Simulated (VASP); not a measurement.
A run of VASP 6.6.1 is set up as follows.

INCAR

```
SYSTEM = AlRu
  PREC = Accurate
  ENCUT = 520
  EDIFF = 1E-7
  ISMEAR = 0
  SIGMA = 0.15
  LREAL = .FALSE.
  LASPH = .TRUE.
  NELM = 80
  ALGO = Fast
  ISIF = 2
  LWAVE = .FALSE.
  LCHARG = .FALSE.
  GGA = PE
  NBANDS = 16
```

File KPOINTS:

```
Automatic mesh
0
G
  18 18 18
  0 0 0
```

File POSCAR:

```
AlRu
1.0
    2.9935859682      0.0777554797      0.0777554797
    0.0777554797      2.9935859682      0.0777554797
    0.0777554797      0.0777554797      2.9935859682
Al Ru
1 1
Direct
    0.0000000000      0.0000000000      0.0000000000
    0.5000000000      0.5000000000      0.5000000000
```

Potentials or basis: VASP PAW PBE potentials, release 64 (Al, Ru_pv).

Command:

```console
$ cat potpaw_PBE.64/Al/POTCAR potpaw_PBE.64/Ru_pv/POTCAR > POTCAR
$ mpirun -np 1 vasp_std > vasp.out
```

(1) Predict the band gap on the k mesh.

(2) Predict the pressure.

Results:

(1) zero (an odd number of electrons rules out a gap without spin polarisation).

(2) 3.6 GPa.

Caveat: the cell stands under pressure.
